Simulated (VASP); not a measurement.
# BeS (F-43m) in VASP: a series of runs

The runs below take BeS through relaxation of cell and atoms, with PBEsol.

Program: VASP 6.6.1. These are calculated values, not measurements. Logs are shortened: lines on timing, memory, paths and dates and some standing lists are left out, and cuts for length are marked.

## (1) The cell of the first run

The structure is cubic, space group F-43m (No. 216). Conventional cell: a = 4.838 Å, b = 4.838 Å, c = 4.838 Å, α = 90.00°, β = 90.00°, γ = 90.00°. Be (site symmetry -43m) has 4 S at 2.09 Å within 2.8 Å. Within 2.8 Å of S (site symmetry -43m) lie 4 Be at 2.09 Å.

## (2) Relaxation of cell and atoms, PBEsol, target pressure -2 GPa, at which the enthalpy is minimised

The input, INCAR:

```
  PREC = Accurate
  ENCUT = 600
  EDIFF = 1E-6
  ISMEAR = 0
  SIGMA = 0.01
  LREAL = F
  LASPH = T
  NELM = 60
  ALGO = Normal
  ISIF = 3
  LWAVE = F
  LCHARG = F
  GGA = PS
  IBRION = 2
  NSW = 100
  EDIFFG = -0.002
  PSTRESS = -20.0
```

The input, KPOINTS:

```
Automatic mesh
0
Gamma
  8 8 8
```

The input, POSCAR:

```
BeS
1.0
    2.4189645438      2.4189645438      0.0000000000
   -2.4189645438      2.4189645438      0.0000000000
    0.0000000000      2.4189645438      2.4189645438
Be S
1 1
Direct
    0.0000000000      0.0000000000      0.0000000000
    0.7500000000      0.2500000000      0.5000000000
```

Potentials or basis: VASP PAW PBE potentials, release 64 (Be, S).

Run with:

```bash
cat potpaw_PBE.64/Be/POTCAR potpaw_PBE.64/S/POTCAR > POTCAR
mpirun -np 1 vasp_std > vasp.out
```

OUTCAR:

```text
PREC = Accurate
   ENCUT = 600
   EDIFF = 1E-6
   ISMEAR = 0
   LREAL = F
   LASPH = T
   NELM = 60
   ISIF = 3
   GGA = PS
   IBRION = 2
   NSW = 100
   EDIFFG = -0.002
   PSTRESS = -20.0

 ion  position               nearest neighbor table
   1  0.000  0.000  0.000-   2 2.09   2 2.09   2 2.09   2 2.09
   2  0.750  0.250  0.500-   1 2.09   1 2.09   1 2.09   1 2.09

  LATTYP: Found a face centered cubic cell.
 ALAT       =     4.8379290876

  Lattice vectors:

 A1 = (   0.0000000000,   2.4189645438,   2.4189645438)
 A2 = (   2.4189645438,   0.0000000000,   2.4189645438)
 A3 = (   2.4189645438,   2.4189645438,   0.0000000000)

Analysis of symmetry for initial positions (statically):
=====================================================================
 Subroutine PRICEL returns:
 Original cell was already a primitive cell.

 Routine SETGRP: Setting up the symmetry group for a
 face centered cubic supercell.

 Subroutine GETGRP returns: Found 24 space group operations
 (whereof 24 operations were pure point group operations)
 out of a pool of 48 trial point group operations.

The static configuration has the point symmetry T_d .

Analysis of symmetry for dynamics (positions and initial velocities):
=====================================================================
 Subroutine PRICEL returns:
 Original cell was already a primitive cell.

 Routine SETGRP: Setting up the symmetry group for a
 face centered cubic supercell.

 Subroutine GETGRP returns: Found 24 space group operations
 (whereof 24 operations were pure point group operations)
 out of a pool of 48 trial point group operations.

The dynamic configuration has the point symmetry T_d .

 Subroutine INISYM returns: Found 24 space group operations
 (whereof 24 operations are pure point group operations),
 and found     1 'primitive' translations

----------------------------------------------------------------------------------------

                                     Primitive cell

  volume of cell :      28.3086

  direct lattice vectors                    reciprocal lattice vectors
     2.418964544  2.418964544  0.000000000     0.206700012  0.206700012 -0.206700012
    -2.418964544  2.418964544  0.000000000    -0.206700012  0.206700012 -0.206700012
     0.000000000  2.418964544  2.418964544     0.000000000  0.000000000  0.413400024

  length of vectors
     3.420932465  3.420932465  3.420932465     0.358014923  0.358014923  0.413400024

  position of ions in fractional coordinates (direct lattice)
     0.000000000  0.000000000  0.000000000
     0.750000000  0.250000000  0.500000000

  ion indices of the primitive-cell ions
   primitive index   ion index
                 1           1
                 2           2

----------------------------------------------------------------------------------------

 KPOINTS: Automatic mesh

Automatic generation of k-mesh.
 Grid dimensions read from file:
 generate k-points for:    8    8    8

 Generating k-lattice:

  Cartesian coordinates                     Fractional coordinates (reciprocal lattice)
     0.025837501  0.025837501 -0.025837501     0.125000000  0.000000000  0.000000000
    -0.025837501  0.025837501 -0.025837501     0.000000000  0.125000000  0.000000000
     0.000000000  0.000000000  0.051675003     0.000000000  0.000000000  0.125000000

  Length of vectors
     0.044751865  0.044751865  0.051675003

  Shift w.r.t. Gamma in fractional coordinates (k-lattice)
     0.000000000  0.000000000  0.000000000

 Subroutine IBZKPT returns following result:
 ===========================================

 Found     29 irreducible k-points:

 Following reciprocal coordinates:
            Coordinates               Weight
  0.000000  0.000000  0.000000      1.000000
  0.125000  0.000000  0.000000      8.000000
  0.250000  0.000000  0.000000      8.000000
  0.375000  0.000000  0.000000      8.000000
  0.500000  0.000000  0.000000      4.000000
  0.125000  0.125000  0.000000     12.000000
[... 16 lines left out ...]
  0.375000  0.250000  0.125000     48.000000
  0.500000  0.250000  0.125000     24.000000
 [... further k-points ...]
   k-points           NKPTS =     29   k-points in BZ     NKDIM =     29   number of bands    NBANDS=      8
   number of dos      NEDOS =    301   number of ions     NIONS =      2
   total plane-waves  NPLWV =  21952
   dimension x,y,z NGX =    28 NGY =   28 NGZ =   28
   dimension x,y,z NGXF=    56 NGYF=   56 NGZF=   56
   ions per type =               1   1
   NGX,Y,Z   is equivalent  to a cutoff of  13.61, 13.61, 13.61 a.u.
   NGXF,Y,Z  is equivalent  to a cutoff of  27.21, 27.21, 27.21 a.u.
 SYSTEM =  unknown system
   PREC   = accura    normal or accurate (medium, high low for compatibility)
   ISTART =      0    job   : 0-new  1-cont  2-samecut
   ICHARG =      2    charge: 1-file 2-atom 10-const
   ISPIN  =      1    spin polarized calculation?
   LNONCOLLINEAR =      F non collinear calculations
   LSORBIT =      F    spin-orbit coupling
   LASPH  =      T    aspherical Exc in radial PAW
   ENCUT  =  600.0 eV  44.10 Ry    6.64 a.u.   6.83  6.83  6.83*2*pi/ulx,y,z
   NELM   =     60;   NELMIN=  2; NELMDL= -5     # of ELM steps
   EDIFF  = 0.1E-05   stopping-criterion for ELM
   LREAL  =      F    real-space projection
   EDIFFG = -.2E-02   stopping-criterion for IOM
   NSW    =    100    number of steps for IOM
   IBRION =      2    ionic relax: 0-MD 1-quasi-New 2-CG
   NFREE  =      1    steps in history (QN), initial steepest desc. (CG)
   ISIF   =      3    stress and relaxation
   ISYM   =      2    0-nonsym 1-usesym 2-fastsym
   POTIM  = 0.5000    time-step for ionic-motion
   TEBEG  =    0.0;   TEEND  =   0.0 temperature during run
   PSTRESS=  -20.0 pullay stress
   NELECT =       8.0000    total number of electrons
   NUPDOWN=      -1.0000    fix difference up-down
   EMIN   =  10.00;   EMAX   =-10.00  energy-range for DOS
   EFERMI =   0.00;   METHOD = LEGACY
   ISMEAR =     0;   SIGMA  =   0.01  broadening in eV -4-tet -1-fermi 0-gaus
   EFERMI_NEDOS =   21; number of points for ismear=-14 and -15
   IALGO  =     38    algorithm
   IMIX   =      4    mixing-type and parameters
     AMIX     =   0.40;   BMIX     =  1.00
     AMIX_MAG =   1.60;   BMIX_MAG =  1.00
  volume/ion in A,a.u.               =      14.15        95.52
  Fermi-wavevector in a.u.,A,eV,Ry     =   1.074316  2.030163 15.703227  1.154155
  Thomas-Fermi vector in A             =   2.210141
   LORBIT       =      0    0 simple, 1 ext, 2 COOP (PROOUT), +10 PAW based schemes
   GGA     = PS    functional components
   LHFCALC =     F    Hartree Fock is set to
   AEXX    =    0.0000 exact exchange contribution
   IVDW    =     0    specifies the selected vdW correction
   LEPSILON=     F    determine dielectric tensor
   LRPA    =     F    only Hartree local field effects (RPA)
 conjugate gradient relaxation of ions
 non-spin polarized calculation
 Gauss-broadening in eV      SIGMA  =   0.01
  energy-cutoff  :      600.00
  volume of cell :       28.31
 maximum number of plane-waves:       960
   NGX = 13   NGY = 13   NGZ = 13

--------------------------------------- Ionic step        1  -------------------------------------------

 number of electron       8.0000000 magnetization

 Free energy of the ion-electron system (eV)
  ---------------------------------------------------
  ext. energy  EPLUGINS =         0.00000000
  ---------------------------------------------------
  free energy    TOTEN  =       -10.56434967 eV

  energy without entropy =      -10.56434967  energy(sigma->0) =      -10.56434967

------------------------ aborting loop because EDIFF is reached ----------------------------------------

  FORCE on cell =-STRESS in cart. coord.  units (eV):
  Direction    XX          YY          ZZ          XY          YZ          ZX
  --------------------------------------------------------------------------------------
  -------------------------------------------------------------------------------------
  Total        0.0340754      0.0340754      0.0340754      0.0000000      0.0000000     -0.0000000
  in kB        1.9285600      1.9285600      1.9285600      0.0000000      0.0000000     -0.0000000
  external PRESSURE =      21.9285600 kB  Pullay stress =     -20.0000000 kB
[... 61 lines left out ...]
  enthalpy is  TOTEN    =       -10.9220561813 eV   P V=       -0.3633774174

--------------------------------------- Ionic step        3  -------------------------------------------

 number of electron       7.9999999 magnetization

 Free energy of the ion-electron system (eV)
  ---------------------------------------------------
  ext. energy  EPLUGINS =         0.00000000
  ---------------------------------------------------
  free energy    TOTEN  =       -10.56050066 eV

  energy without entropy =      -10.56050066  energy(sigma->0) =      -10.56050066

 E-fermi :   4.0868     XC(G=0):  -9.8366

 val. band max:        3.9810556570   @ k =   0.0000   0.0000   0.0000
 cond. band min:       6.9441915792   @ k =   0.5000   0.5000   0.0000
 fundamental gap:      2.9631359222
 Fermi energy:         4.0868117525

 k-point     1 :       0.0000    0.0000    0.0000
  band No.  band energies     occupation
      1      -9.6300      2.00000
      2       3.9811      2.00000
      3       3.9811      2.00000
      4       3.9811      2.00000
      5       9.5561      0.00000
      6       9.5976      0.00000
      7       9.5976      0.00000
      8       9.5976      0.00000
[... 243 lines left out ...]
 k-point    24 :       0.5000    0.2500    0.1250
  band No.  band energies     occupation
      1      -7.7676      2.00000
      2      -1.2478      2.00000
      3       1.2211      2.00000
      4       2.1579      2.00000
      5       9.9574      0.00000
      6      10.4423      0.00000
      7      12.9944      0.00000
      8      14.3265      0.00000

 [... further k-points ...]
[... 5 lines left out ...]
  --------------------------------------------------------------------------------------
  -------------------------------------------------------------------------------------
  Total       -0.3591867     -0.3591867     -0.3591867      0.0000000     -0.0000000      0.0000000
  in kB      -19.8600602    -19.8600602    -19.8600602      0.0000000     -0.0000000      0.0000000
  external PRESSURE =       0.1399398 kB  Pullay stress =     -20.0000000 kB
[... 17 lines left out ...]
  FREE ENERGIE OF THE ION-ELECTRON SYSTEM (eV)
  ---------------------------------------------------
  free  energy   TOTEN  =       -10.5605006583 eV

  energy  without entropy=      -10.5605006583  energy(sigma->0) =      -10.56050066

  enthalpy is  TOTEN    =       -10.9222182956 eV   P V=       -0.3617176373

 reached required accuracy - stopping structural energy minimisation
```

Run time: 20 s. Hardware: 1 thread of Intel Xeon Platinum 8259CL at 2.50GHz (Skylake/Cascade Lake), shared host; peak memory 0.15 GiB.

What came out:

- Free energy: -10.5605 eV
- Relaxed volume: 14.49 Å³/atom
- Relaxed cell: a = 3.448 Å, b = 3.448 Å, c = 3.448 Å, α = 60.00°, β = 60.00°, γ = 90.00°
- Space group after relaxing (to 0.05 Å): F-43m (No. 216)
- Energy change on relaxing (the enthalpy is what falls): +1.9 meV/atom
- Ionic steps: 3
- Pressure after relaxing: -2.0 GPa
- Band gap on the k mesh: 2.96 eV, indirect (least direct gap 5.58 eV)

Step by step:
| step | energy change (eV) | largest force (eV/Å) | pressure (GPa) | volume (Å³) |
| --- | --- | --- | --- | --- |
| 1 | 0.0000 | 0.0000 | 0.19 | 28.31 |
| 2 | 0.0057 | 0.0000 | -2.41 | 29.11 |
| 3 | 0.0038 | 0.0000 | -1.99 | 28.98 |

Final structure:
```yaml
crystal:
  lattice:
    - [2.43785, 2.43785, 0.00000]
    - [-2.43785, 2.43785, 0.00000]
    - [0.00000, 2.43785, 2.43785]
  atoms:
    - { symbol: Be, position: [0.00000, 0.00000, 0.00000] }
    - { symbol: S, position: [0.75000, 0.25000, 0.50000] }
```

Caveat: the cell is relaxed towards a set pressure, so the enthalpy falls and the energy may rise; the PAW data sets were made with another functional, which shifts forces and pressure a little. A k mesh can miss the band edges.

[end of part 1 of 2]
